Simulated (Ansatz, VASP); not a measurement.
## One calculation of Au, two programs

```
CELL_PARAMETERS angstrom
2.85650 0.00000 0.00000
-1.42825 2.47380 0.00000
0.00000 0.00000 4.80680
ATOMIC_POSITIONS crystal
Au 0.33333 0.66667 0.75000
Au 0.66667 0.33333 0.25000
```

Change from the starting cell: strain -0.015 along x and y, -0.015 along z, atoms carried along.

Alike in both runs: task single point; functional PBEsol; k mesh 18 × 18 × 10; occupations gaussian, width 0.15 eV; no spin polarisation.

|  | VASP | Ansatz |
| --- | --- | --- |
| version | VASP 6.6.1 | Ansatz 0.2.0 |
| potentials or method | VASP PAW PBE potentials, release 64 (Au), cutoff 520 eV | scalar-relativistic, plane waves, PAW |
| valence electrons in the cell | 22 | 38 |

|  | VASP | Ansatz | Ansatz less VASP |
| --- | --- | --- | --- |
| gap on the k mesh at the Fermi level (eV) | none | none | - |
| pressure (GPa) | 0.2 | 0.5 | +0.28 |
| traceless stress, the component that is largest in VASP (GPa) | -0.26 | -0.24 | +0.018 |

VASP's potentials were made for PBE, not for PBEsol. A gap of «none» marks a metal or a gap that the smearing closes. VASP's potentials hold 22 valence electrons a cell and Ansatz's 38, so a difference there can come from the potentials and not from the codes.

Spin-orbit coupling is off throughout.
